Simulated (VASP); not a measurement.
Input of a VASP 6.6.1 run:

File INCAR:

```
PREC = Accurate
ENCUT = 520
EDIFF = 1E-7
ISMEAR = 0
SIGMA = 0.01
LREAL = False
LASPH = True
NELM = 80
ALGO = Normal
ISIF = 2
LWAVE = False
LCHARG = False
GGA = PS
NBANDS = 15
```

Contents of KPOINTS:

```
Automatic mesh
0
Gamma
  6 6 6
```

POSCAR

```
BaS
1.0
    3.1979594986      3.1979594986      0.0000000000
   -3.1979594986      3.1979594986      0.0000000000
    0.0000000000      3.1979594986      3.1554519379
Ba S
1 1
Direct
    0.0000000000      0.0000000000      0.0000000000
    0.5000000000      0.5000000000      0.0000000000
```

Potentials or basis: VASP PAW PBE potentials, release 64 (Ba_sv, S).

Run with:

```sh
$ cat potpaw_PBE.64/Ba_sv/POTCAR potpaw_PBE.64/S/POTCAR > POTCAR
$ mpirun -np 1 vasp_std > vasp.out
```

What does it give for the band gap on the k mesh?

1.93 eV, indirect (least direct gap 2.07 eV).

Estimate the pressure.

-0.1 GPa.

Stress tensor (GPa, compression positive):
```
-0.48  0.00  0.00
 0.00 -0.48  0.00
 0.00  0.00  0.71
```

Caveat: the cell differs from its parent crystal (in-plane strain +0.01, then relaxed in part); the PAW data sets were made with another functional, which shifts forces and pressure a little; spin-orbit coupling is left out, which moves the levels of the heavy elements. A k mesh can miss the band edges.
